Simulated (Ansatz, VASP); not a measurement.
**Ca3SbP: VASP beside Ansatz**

INCAR

```
SYSTEM = Ca3SbP
ALGO = Normal ; EDIFF = 1E-6
ENCUT = 520 ; ISIF = 2
ISMEAR = 0 ; LASPH = .TRUE.
LCHARG = .FALSE. ; LREAL = .FALSE.
LWAVE = .FALSE. ; NBANDS = 28
NELM = 80 ; PREC = Accurate
SIGMA = 0.1
```

File KPOINTS:

```
k-points
0
G
  4 4 4
  0 0 0
```

Contents of POSCAR:

```
Ca3SbP
1.0
    5.3824437700      0.0000000000      0.0000000000
    0.0000000000      5.3824437700      0.0000000000
    0.0000000000      0.0000000000      5.3824437700
Ca Sb P
3 1 1
Direct
    0.0000000000      0.5000000000      0.5000000000
    0.5000000000      0.0000000000      0.5000000000
    0.5000000000      0.5000000000      0.0000000000
    0.0000000000      0.0000000000      0.0000000000
    0.5000000000      0.5000000000      0.5000000000
```

Input for Ansatz:

```yaml
crystal:
  lattice:
    - [5.38244377, 0.0, 0.0]
    - [0.0, 5.38244377, 0.0]
    - [0.0, 0.0, 5.38244377]
  atoms:
    - { symbol: Ca, position: [0.0, 0.5, 0.5] }
    - { symbol: Ca, position: [0.5, 0.0, 0.5] }
    - { symbol: Ca, position: [0.5, 0.5, 0.0] }
    - { symbol: Sb, position: [0.0, 0.0, 0.0] }
    - { symbol: P, position: [0.5, 0.5, 0.5] }
basis:
  ecutwfc: 420
kpoints:
  mp_grid: { grid: [4, 4, 4] }
hamiltonian:
  xc: lda
scf:
  occupations: { method: gaussian, width: 0.1 }
output:
  forces: true
  stress: true
  eigenvalues: true
```

Alike in both runs: task single point; functional LDA; k mesh 4 × 4 × 4; occupations gaussian, width 0.1 eV; no spin polarisation.

|  | VASP | Ansatz |
| --- | --- | --- |
| version | VASP 6.6.1 | Ansatz 0.2.0 |
| potentials or method | VASP PAW LDA potentials, release 64 (Ca_sv, Sb, P), cutoff 520 eV | scalar-relativistic, plane waves, PAW |
| valence electrons in the cell | 40 | 50 |

```csv
,VASP,Ansatz,Ansatz less VASP
gap on the k mesh at the Fermi level (eV),0.51,0.50,-0.015
least direct gap on the mesh (eV),0.51,0.50,-0.015
pressure (GPa),-2.7,-2.8,-0.12
```

LDA's correlation is that of Perdew and Zunger in VASP and of Perdew and Wang (1992) in Ansatz. VASP's potentials hold 40 valence electrons a cell and Ansatz's 50, so a difference there can come from the potentials and not from the codes.

Neither program's run includes spin-orbit coupling.
